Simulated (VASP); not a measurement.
Crystal: Sr.

```
CELL_PARAMETERS angstrom
0.00000 4.18500 4.18500
4.18500 0.00000 4.18500
4.18500 4.18500 0.00000
ATOMIC_POSITIONS crystal
Sr 0.00000 0.00000 0.00000
Sr 0.25000 0.25000 0.25000
```

This isn't the form of Sr at room conditions, which is fcc.

| Property | Result |
| --- | --- |
| Program | VASP 6.6.1 |
| Task | relaxation of cell and atoms |
| Functional | PBEsol |
| Potentials or basis | VASP PAW PBE potentials, release 64 (Sr_sv) |
| Cutoff | 600 eV |
| k mesh | 4 × 4 × 4 |
| Occupations | methfessel-paxton, width 0.05 eV |
| Spin | no spin polarisation |

At the start: pressure 1.2 GPa; volume 73.30 Å³/atom.

Problem. How do energy, volume and symmetry change on relaxing?

Solution. Over 3 steps the energy falls by 92.8 meV/atom and the volume is 99.58 Å³/atom (+35.9 %); space group Fd-3m (No. 227, to 0.1 Å) before and after.

The path:
| step | energy change (eV) | largest force (eV/Å) | pressure (GPa) | volume (Å³) |
| --- | --- | --- | --- | --- |
| 1 | 0.0000 | 0.0000 | 1.22 | 146.59 |
| 2 | -0.0794 | 0.0000 | 0.94 | 158.74 |
| 3 | -0.1856 | 0.0000 | -0.01 | 199.16 |

Final structure:
```cif
data_structure
_symmetry_space_group_name_H-M 'P 1'
_symmetry_Int_Tables_number 1
_cell_length_a 6.5550
_cell_length_b 6.5550
_cell_length_c 6.5550
_cell_angle_alpha 60.000
_cell_angle_beta 60.000
_cell_angle_gamma 60.000
_cell_volume 199.16
loop_
_atom_site_label
_atom_site_type_symbol
_atom_site_fract_x
_atom_site_fract_y
_atom_site_fract_z
_atom_site_occupancy
Sr1 Sr 0.00000 0.00000 0.00000 1
Sr2 Sr 0.25000 0.25000 0.25000 1
```

Caveat: the volume moved by over 15 % at a fixed basis, so the end points are rough; the PAW data sets were made with another functional, which shifts forces and pressure a little.
